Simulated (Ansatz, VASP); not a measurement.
SrAl4Bi in VASP and in Ansatz

INCAR

```
SYSTEM = SrAl4Bi
ALGO = Normal
EDIFF = 1E-7
ENCUT = 520
GGA = PE
ISIF = 2
ISMEAR = 0
LASPH = .TRUE.
LCHARG = .FALSE.
LREAL = .FALSE.
LWAVE = .FALSE.
NBANDS = 28
NELM = 60
PREC = Accurate
SIGMA = 0.1
```

File KPOINTS:

```
k-points
0
G
  4 4 4
  0 0 0
```

POSCAR

```
SrAl4Bi
1.0
    0.0000000000      3.8630724400      3.8630724400
    3.8630724400      0.0000000000      3.8630724400
    3.8630724400      3.8630724400      0.0000000000
Sr Al Bi
1 4 1
Direct
    0.2500000000      0.2500000000      0.2500000000
    0.6257700000      0.1226900000      0.6257700000
    0.6257700000      0.6257700000      0.1226900000
    0.6257700000      0.6257700000      0.6257700000
    0.1226900000      0.6257700000      0.6257700000
    0.0000000000      0.0000000000      0.0000000000
```

Input for Ansatz:

```yaml
crystal:
  lattice:
    - [0.0, 3.86307244, 3.86307244]
    - [3.86307244, 0.0, 3.86307244]
    - [3.86307244, 3.86307244, 0.0]
  atoms:
    - { symbol: Sr, position: [0.25, 0.25, 0.25] }
    - { symbol: Al, position: [0.62577, 0.12269, 0.62577] }
    - { symbol: Al, position: [0.62577, 0.62577, 0.12269] }
    - { symbol: Al, position: [0.62577, 0.62577, 0.62577] }
    - { symbol: Al, position: [0.12269, 0.62577, 0.62577] }
    - { symbol: Bi, position: [0.0, 0.0, 0.0] }
basis:
  ecutwfc: 420
kpoints:
  mp_grid: { grid: [4, 4, 4] }
hamiltonian:
  xc: pbe
scf:
  occupations: { method: gaussian, width: 0.1 }
  lower_state_search: "off"
output:
  forces: true
  stress: true
  eigenvalues: true
```

Alike in both runs: task single point; functional PBE; k mesh 4 × 4 × 4; occupations gaussian, width 0.1 eV; no spin polarisation.

|  | VASP | Ansatz |
| --- | --- | --- |
| version | VASP 6.6.1 | Ansatz 0.2.0 |
| potentials or method | VASP PAW PBE potentials, release 64 (Sr_sv, Al, Bi_d), cutoff 520 eV | scalar-relativistic, plane waves, PAW |
| valence electrons in the cell | 37 | 37 |

Ansatz gave:

| Item | Value |
| --- | --- |
| gap on the k mesh at the Fermi level (eV) | none |
| pressure (GPa) | 13.8 |
| rms of the force components (eV/Å) | 0.083 |

Question: Estimate VASP's values.

Answer: gap on the k mesh at the Fermi level (eV): none; pressure (GPa): 13.9; rms of the force components (eV/Å): 0.082.

Atom by atom the forces differ by 0.001 eV/Å (rms over components). A gap of «none» marks a metal or a gap that the smearing closes.

Spin-orbit coupling is off throughout.
